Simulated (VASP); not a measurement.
Runs of VASP 6.6.1 on Mg2SO. The structure is that of space group P4/mmm (No. 123), or close to it. The cells are those of the table. 

```csv
task,level,cell,k mesh,cutoff (eV),smearing,gap on the mesh (eV),pressure (GPa)
dielectric tensor,r2SCAN,"a = 3.408, b = 3.408, c = 4.761 Å, 4 atoms",6 × 6 × 4,520,gaussian 0.01 eV,3.95,-
single point,r2SCAN,"a = 3.408, b = 3.408, c = 4.761 Å, 4 atoms",6 × 6 × 6,520,fermi-dirac 0.02 eV,3.95,(a)
single point,PBE,"a = 3.408, b = 3.408, c = 4.761 Å, 4 atoms",4 × 4 × 4,520,gaussian 0.01 eV,3.17,2.1
relaxation of cell and atoms,r2SCAN,"relaxed from a = 3.435, b = 3.435, c = 4.800 Å, 4 atoms",6 × 6 × 6,600,fermi-dirac 0.02 eV,3.99,0.0
```

Alike in all rows: potentials or basis VASP PAW PBE potentials, release 64 (O, Mg, S); no spin polarisation.

Estimate the missing entries.

(a) -0.4.

Caveats: some runs use coarse meshes; the PAW data sets were made with another functional, which shifts forces and pressure a little (some runs).

A k mesh can miss the band edges.
